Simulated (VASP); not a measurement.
# BaTiO3 (R3m) in VASP: a series of runs

Runs on BaTiO3. Level: r2SCAN. Tasks: single point.

Program: VASP 6.6.1. These are calculated values, not measurements. Logs are shortened: lines on timing, memory, paths and dates and some standing lists are left out, and cuts for length are marked.

**1. The cell of the first run**

It takes space group R3m (No. 160, trigonal). The conventional cell has a = 5.680 Å, b = 5.680 Å, c = 6.994 Å, α = 90.00°, β = 90.00°, γ = 120.00°. Within 3.7 Å of Ba (site symmetry 3m) lie 12 O at 2.78 to 2.93 Å and 8 Ti at 3.40 to 3.59 Å. Ti (site symmetry 3m) has 6 O at 1.87 to 2.16 Å within 2.5 Å. O (site symmetry m) has 2 Ti at 1.87 to 2.16 Å within 2.5 Å.

**2. Single point, r2SCAN**

POSCAR

```
BaTiO3
1.0
    2.8400536804      1.6397057569      2.3314328372
   -2.8400536804      1.6397057569      2.3314328372
    0.0000000000     -3.2794115137      2.3314328372
Ba Ti O
1 1 3
Direct
    0.0027851041      0.0027851041      0.0027851041
    0.5162478478      0.5162478478      0.5162478478
    0.4897536548      0.4897536548      0.9801597385
    0.4897536548      0.9801597385      0.4897536548
    0.9801597385      0.4897536548      0.4897536548
```

INCAR.step1

```
SYSTEM = BaTiO3
  PREC = Accurate
  ENCUT = 520
  ISMEAR = 0
  SIGMA = 0.02
  LREAL = .FALSE.
  LASPH = .TRUE.
  NELM = 100
  NBANDS = 28
  GGA = PE
  ALGO = Normal
  EDIFF = 1E-4
  LWAVE = .TRUE.
  LCHARG = .FALSE.
```

INCAR.step2

```
SYSTEM = BaTiO3
  PREC = Accurate
  ENCUT = 520
  EDIFF = 1E-6
  ISMEAR = 0
  SIGMA = 0.02
  LREAL = .FALSE.
  LASPH = .TRUE.
  NELM = 100
  ALGO = Normal
  ISIF = 2
  LWAVE = .FALSE.
  LCHARG = .FALSE.
  METAGGA = R2SCAN
  LMIXTAU = .TRUE.
  NBANDS = 28
  ISTART = 1
```

KPOINTS

```
Automatic mesh
0
G
  6 6 6
  0 0 0
```

Potentials or basis: VASP PAW PBE potentials, release 64 (Ba_sv, Ti_sv, O).

On the command line:

```console
> cat potpaw_PBE.64/Ba_sv/POTCAR potpaw_PBE.64/Ti_sv/POTCAR potpaw_PBE.64/O/POTCAR > POTCAR
> cp INCAR.step1 INCAR
> mpirun -np 1 vasp_std > vasp.out
> cp INCAR.step2 INCAR
> mpirun -np 1 vasp_std > vasp.out
```

OUTCAR:

```text
SYSTEM = BaTiO3
   PREC = Accurate
   ENCUT = 520
   EDIFF = 1E-6
   ISMEAR = 0
   LREAL = .FALSE.
   LASPH = .TRUE.
   NELM = 100
   ISIF = 2
   METAGGA = R2SCAN
   ISTART = 1

 ion  position               nearest neighbor table
   1  0.003  0.003  0.003-   4 2.78   5 2.78   3 2.78   4 2.84   5 2.84   5 2.84   4 2.84   3 2.84
                             3 2.84   5 2.93   4 2.93   3 2.93   2 3.40   2 3.45   2 3.45   2 3.45
   2  0.516  0.516  0.516-   3 1.87   4 1.87   5 1.87   3 2.16   4 2.16   5 2.16   1 3.40   1 3.45
                             1 3.45   1 3.45   1 3.51   1 3.51   1 3.51   1 3.59
   3  0.490  0.490  0.980-   2 1.87   2 2.16   1 2.78   1 2.84   1 2.84   1 2.93
   4  0.490  0.980  0.490-   2 1.87   2 2.16   1 2.78   1 2.84   1 2.84   1 2.93
   5  0.980  0.490  0.490-   2 1.87   2 2.16   1 2.78   1 2.84   1 2.84   1 2.93

  LATTYP: Found a trigonal (rhomboedric) cell.
 ALAT       =     4.0236946891
 COS(alpha) =     0.0036015261

  Lattice vectors:

 A1 = (   2.8400536804,   1.6397057569,   2.3314328372)
 A2 = (  -2.8400536804,   1.6397057569,   2.3314328372)
 A3 = (   0.0000000000,  -3.2794115137,   2.3314328372)

Analysis of symmetry for initial positions (statically):
=====================================================================
 Subroutine PRICEL returns:
 Original cell was already a primitive cell.

 Routine SETGRP: Setting up the symmetry group for a
 trigonal (rhombohedral) supercell.

 Subroutine GETGRP returns: Found  6 space group operations
 (whereof  6 operations were pure point group operations)
 out of a pool of 12 trial point group operations.

The static configuration has the point symmetry C_3v.

Analysis of symmetry for dynamics (positions and initial velocities):
=====================================================================
 Subroutine PRICEL returns:
 Original cell was already a primitive cell.

 Routine SETGRP: Setting up the symmetry group for a
 trigonal (rhombohedral) supercell.

 Subroutine GETGRP returns: Found  6 space group operations
 (whereof  6 operations were pure point group operations)
 out of a pool of 12 trial point group operations.

The dynamic configuration has the point symmetry C_3v.

 Subroutine INISYM returns: Found  6 space group operations
 (whereof  6 operations are pure point group operations),
 and found     1 'primitive' translations

----------------------------------------------------------------------------------------

                                     Primitive cell

  volume of cell :      65.1428

  direct lattice vectors                    reciprocal lattice vectors
     2.840053680  1.639705757  2.331432837     0.176053010  0.101644253  0.142973595
    -2.840053680  1.639705757  2.331432837    -0.176053010  0.101644253  0.142973595
     0.000000000 -3.279411514  2.331432837     0.000000000 -0.203288506  0.142973595

  length of vectors
     4.023694689  4.023694689  4.023694689     0.248531015  0.248531015  0.248531015

  position of ions in fractional coordinates (direct lattice)
     0.002785104  0.002785104  0.002785104
     0.516247848  0.516247848  0.516247848
     0.489753655  0.489753655  0.980159738
     0.489753655  0.980159738  0.489753655
     0.980159738  0.489753655  0.489753655

  ion indices of the primitive-cell ions
   primitive index   ion index
                 1           1
                 2           2
                 3           3
                 4           4
                 5           5

----------------------------------------------------------------------------------------

 KPOINTS: Automatic mesh

Automatic generation of k-mesh.
 Grid dimensions read from file:
 generate k-points for:    6    6    6

 Generating k-lattice:

  Cartesian coordinates                     Fractional coordinates (reciprocal lattice)
     0.029342168  0.016940709  0.023828932     0.166666667  0.000000000  0.000000000
    -0.029342168  0.016940709  0.023828932     0.000000000  0.166666667  0.000000000
     0.000000000 -0.033881418  0.023828932     0.000000000  0.000000000  0.166666667

  Length of vectors
     0.041421836  0.041421836  0.041421836

  Shift w.r.t. Gamma in fractional coordinates (k-lattice)
     0.000000000  0.000000000  0.000000000

 Subroutine IBZKPT returns following result:
 ===========================================

 Found     32 irreducible k-points:

 Following reciprocal coordinates:
            Coordinates               Weight
  0.000000  0.000000  0.000000      1.000000
  0.166667  0.000000 -0.000000      6.000000
  0.333333  0.000000 -0.000000      6.000000
  0.500000  0.000000  0.000000      3.000000
  0.166667  0.166667 -0.000000      6.000000
  0.333333  0.166667  0.000000     12.000000
[... 16 lines left out ...]
  0.500000  0.500000  0.166667      6.000000
 -0.333333  0.500000  0.166667     12.000000
 [... further k-points ...]
   k-points           NKPTS =     32   k-points in BZ     NKDIM =     32   number of bands    NBANDS=     28
   number of dos      NEDOS =    301   number of ions     NIONS =      5
   total plane-waves  NPLWV =  27000
   dimension x,y,z NGX =    30 NGY =   30 NGZ =   30
   dimension x,y,z NGXF=    60 NGYF=   60 NGZF=   60
   ions per type =               1   1   3
   NGX,Y,Z   is equivalent  to a cutoff of  12.40, 12.40, 12.40 a.u.
   NGXF,Y,Z  is equivalent  to a cutoff of  24.79, 24.79, 24.79 a.u.
 SYSTEM =  BaTiO3
   PREC   = accura    normal or accurate (medium, high low for compatibility)
   ISTART =      1    job   : 0-new  1-cont  2-samecut
   ICHARG =      0    charge: 1-file 2-atom 10-const
   ISPIN  =      1    spin polarized calculation?
   LNONCOLLINEAR =      F non collinear calculations
   LSORBIT =      F    spin-orbit coupling
   LASPH  =      T    aspherical Exc in radial PAW
   ENCUT  =  520.0 eV  38.22 Ry    6.18 a.u.   7.48  7.48  7.48*2*pi/ulx,y,z
   NELM   =    100;   NELMIN=  2; NELMDL=  0     # of ELM steps
   EDIFF  = 0.1E-05   stopping-criterion for ELM
   LREAL  =      F    real-space projection
   EDIFFG = 0.1E-04   stopping-criterion for IOM
   NSW    =      0    number of steps for IOM
   IBRION =     -1    ionic relax: 0-MD 1-quasi-New 2-CG
   NFREE  =      0    steps in history (QN), initial steepest desc. (CG)
   ISIF   =      2    stress and relaxation
   ISYM   =      2    0-nonsym 1-usesym 2-fastsym
   POTIM  = 0.5000    time-step for ionic-motion
   TEBEG  =    0.0;   TEEND  =   0.0 temperature during run
   PSTRESS=    0.0 pullay stress
   NELECT =      40.0000    total number of electrons
   NUPDOWN=      -1.0000    fix difference up-down
   EMIN   =  10.00;   EMAX   =-10.00  energy-range for DOS
   EFERMI =   0.00;   METHOD = LEGACY
   ISMEAR =     0;   SIGMA  =   0.02  broadening in eV -4-tet -1-fermi 0-gaus
   EFERMI_NEDOS =   21; number of points for ismear=-14 and -15
   IALGO  =     38    algorithm
   IMIX   =      4    mixing-type and parameters
     AMIX     =   0.40;   BMIX     =  1.00
     AMIX_MAG =   1.60;   BMIX_MAG =  1.00
  volume/ion in A,a.u.               =      13.03        87.92
  Fermi-wavevector in a.u.,A,eV,Ry     =   1.391466  2.629490 26.343298  1.936178
  Thomas-Fermi vector in A             =   2.515302
   LORBIT       =      0    0 simple, 1 ext, 2 COOP (PROOUT), +10 PAW based schemes
   METAGGA = R2SCAN    functional components
   LHFCALC =     F    Hartree Fock is set to
   AEXX    =    0.0000 exact exchange contribution
   IVDW    =     0    specifies the selected vdW correction
   LEPSILON=     F    determine dielectric tensor
   LRPA    =     F    only Hartree local field effects (RPA)
 non-spin polarized calculation
 Gauss-broadening in eV      SIGMA  =   0.02
  energy-cutoff  :      520.00
  volume of cell :       65.14
 maximum number of plane-waves:      1776
 NGX is ok and might be reduce to    30
   NGX = 15   NGY = 15   NGZ = 15

 number of electron      40.0000008 magnetization

 Free energy of the ion-electron system (eV)
  ---------------------------------------------------
  ext. energy  EPLUGINS =         0.00000000
  ---------------------------------------------------
  free energy    TOTEN  =       -74.26836927 eV

  energy without entropy =      -74.26836927  energy(sigma->0) =      -74.26836927

 E-fermi :   3.4407     XC(G=0): -11.8070

 val. band max:        3.3393022416   @ k =   0.5000   0.5000   0.5000
 cond. band min:       6.1873571844   @ k =   0.0000   0.0000   0.0000
 fundamental gap:      2.8480549429
 Fermi energy:         3.4406710829

 k-point     1 :       0.0000    0.0000    0.0000
  band No.  band energies     occupation
      1     -55.1724      2.00000
      2     -30.3748      2.00000
      3     -30.3748      2.00000
      4     -30.3723      2.00000
      5     -22.1531      2.00000
      6     -14.4126      2.00000
[... 20 lines left out ...]
     27       8.9565      0.00000
     28      11.4496      0.00000

 k-point     2 :       0.1667    0.0000   -0.0000
  band No.  band energies     occupation
      1     -55.1721      2.00000
      2     -30.3879      2.00000
      3     -30.3743      2.00000
      4     -30.3725      2.00000
      5     -22.1242      2.00000
      6     -14.4292      2.00000
[... 20 lines left out ...]
     27       9.4861      0.00000
     28      12.0947      0.00000

 k-point     3 :       0.3333    0.0000   -0.0000
  band No.  band energies     occupation
      1     -55.1716      2.00000
      2     -30.4152      2.00000
      3     -30.3734      2.00000
      4     -30.3716      2.00000
      5     -22.0652      2.00000
      6     -14.5389      2.00000
[... 20 lines left out ...]
     27      10.7352      0.00000
     28      12.2961      0.00000

 k-point     4 :       0.5000    0.0000    0.0000
  band No.  band energies     occupation
      1     -55.1713      2.00000
      2     -30.4288      2.00000
      3     -30.3729      2.00000
      4     -30.3711      2.00000
      5     -22.0350      2.00000
      6     -14.6138      2.00000
[... 578 lines left out ...]
     27      11.4073      0.00000
     28      12.4706      0.00000

 k-point    23 :       0.5000    0.5000    0.1667
  band No.  band energies     occupation
      1     -55.1700      2.00000
      2     -30.4259      2.00000
      3     -30.4240      2.00000
      4     -30.3834      2.00000
      5     -21.9444      2.00000
      6     -13.9684      2.00000
[... 20 lines left out ...]
     27      12.4172      0.00000
     28      12.8326      0.00000

 k-point    24 :      -0.3333    0.5000    0.1667
  band No.  band energies     occupation
      1     -55.1703      2.00000
      2     -30.4258      2.00000
      3     -30.4117      2.00000
      4     -30.3838      2.00000
      5     -21.9626      2.00000
      6     -14.1192      2.00000
[... 20 lines left out ...]
     27      12.0733      0.00000
     28      12.5972      0.00000

 [... further k-points ...]

------------------------ aborting loop because EDIFF is reached ----------------------------------------

  FORCE on cell =-STRESS in cart. coord.  units (eV):
  Direction    XX          YY          ZZ          XY          YZ          ZX
  --------------------------------------------------------------------------------------
  -------------------------------------------------------------------------------------
  Total        0.7961304      0.7961304      0.7394442      0.0000000      0.0000000      0.0000000
  in kB       19.5806970     19.5806970     18.1865085      0.0000000      0.0000000      0.0000000
  external PRESSURE =      19.1159675 kB  Pullay stress =       0.0000000 kB

 VOLUME and BASIS-vectors are now :
 -----------------------------------------------------------------------------
  energy-cutoff  :      520.00
  volume of cell :       65.14
      direct lattice vectors                 reciprocal lattice vectors
     2.840053680  1.639705757  2.331432837     0.176053010  0.101644253  0.142973595
    -2.840053680  1.639705757  2.331432837    -0.176053010  0.101644253  0.142973595
     0.000000000 -3.279411514  2.331432837     0.000000000 -0.203288506  0.142973595

 POSITION                                       TOTAL-FORCE (eV/Angst)
 -----------------------------------------------------------------------------------
      0.00000      0.00000      0.01948         0.000000     -0.000000     -0.030454
      0.00000      0.00000      3.61079         0.000000     -0.000000     -0.174709
      0.00000     -1.60824      4.56883         0.000000     -0.075000      0.068388
     -1.39278      0.80412      4.56883        -0.064952      0.037500      0.068388
      1.39278      0.80412      4.56883         0.064952      0.037500      0.068388
 -----------------------------------------------------------------------------------
    total drift:                               -0.000000     -0.000001      0.002441

  FREE ENERGIE OF THE ION-ELECTRON SYSTEM (eV)
  ---------------------------------------------------
  free  energy   TOTEN  =       -74.2683692720 eV

  energy  without entropy=      -74.2683692720  energy(sigma->0) =      -74.26836927
```

It took 100 s on 1 thread of Intel Xeon 6975P-C (Granite Rapids), shared host; peak memory 0.21 GiB.

Results:

```
Free energy            : -74.2684 eV
Pressure               : 1.9 GPa
Largest force          : 0.175 eV/Å
Band gap on the k mesh : 2.85 eV, indirect (least direct gap 3.31 eV)
```

Forces on the atoms (eV/Å):
```
Ba   0.000  0.000 -0.030
Ti   0.000  0.000 -0.175
O    0.000 -0.075  0.068
O   -0.065  0.037  0.068
O    0.065  0.037  0.068
```

Caveat: the PAW data sets were made with another functional, which shifts forces and pressure a little; spin-orbit coupling is left out, which moves the levels of the heavy elements.

(Part 1 of 2 ends here.)
